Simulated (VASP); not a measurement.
Input of a VASP 6.6.1 run:

The input POSCAR:

```
SrVO3
1.0
    3.7333380000      0.0005360000      0.0045080000
    0.0005360000      3.7455430000      0.0180890000
    0.0045080000      0.0180890000      3.7333210000
Sr V O
1 1 3
Direct
    0.5065320000      0.5022970000      0.5232120000
    0.0013110000      0.0018520000      0.0054210000
    0.4917810000      0.0112630000      0.0010630000
    0.9834710000      0.5043820000      0.0084510000
    0.9879530000      0.9967660000      0.5014030000
```

The input INCAR.step1:

```
SYSTEM = SrVO3
ALGO = Normal
EDIFF = 1E-4
ENCUT = 520
GGA = PE
ISMEAR = 1
ISPIN = 2
LASPH = .TRUE.
LCHARG = .FALSE.
LDAU = .TRUE.
LDAUJ = 0 0 0
LDAUL = -1 2 -1
LDAUTYPE = 2
LDAUU = 0 1.04 0
LMAXMIX = 4
LREAL = .FALSE.
LWAVE = .TRUE.
MAGMOM = 0 0.8 0 0 0
NBANDS = 32
NELM = 150
PREC = Accurate
SIGMA = 0.0276
```

File INCAR.step2:

```
SYSTEM = SrVO3
ALGO = Normal
EDIFF = 1E-7
ENCUT = 520
ISIF = 2
ISMEAR = 1
ISPIN = 2
ISTART = 1
LASPH = .TRUE.
LCHARG = .FALSE.
LDAU = .TRUE.
LDAUJ = 0 0 0
LDAUL = -1 2 -1
LDAUPRINT = 1
LDAUTYPE = 2
LDAUU = 0 1.04 0
LMAXMIX = 4
LMIXTAU = .TRUE.
LORBIT = 11
LREAL = .FALSE.
LWAVE = .FALSE.
MAGMOM = 0 0.8 0 0 0
METAGGA = R2SCAN
NBANDS = 32
NELM = 150
PREC = Accurate
SIGMA = 0.0276
```

Contents of KPOINTS:

```
Automatic mesh
0
Gamma
  5 5 5
  0.5 0.5 0.5
```

Potentials or basis: VASP PAW PBE potentials, release 64 (Sr_sv, V_sv, O).

The run is started by

```bash
$ cat potpaw_PBE.64/Sr_sv/POTCAR potpaw_PBE.64/V_sv/POTCAR potpaw_PBE.64/O/POTCAR > POTCAR
$ cp INCAR.step1 INCAR
$ mpirun -np 1 vasp_std > vasp.out
$ cp INCAR.step2 INCAR
$ mpirun -np 1 vasp_std > vasp.out
```

Problem. Predict the pressure.

Solution. 19.6 GPa.

Problem. Predict the site moments.

Solution. Sr +0.00; V -0.04; O +0.00, -0.00 (each value once) μB.

Problem. Estimate the net moment.

Solution. -0.04 μB per cell.

Eigenvalues of the final occupation matrices:
```tsv
site	spin	trace	eigenvalues
site 2 d	1	1.50	0.27 0.28 0.29 0.33 0.33
site 2 d	2	1.54	0.27 0.28 0.33 0.33 0.33
```

Caveat: the cell stands under pressure; the moments typed at the start vanished in this run; the PAW data sets were made with another functional, which shifts forces and pressure a little. The state reached can hang on the start; a lower one may exist.
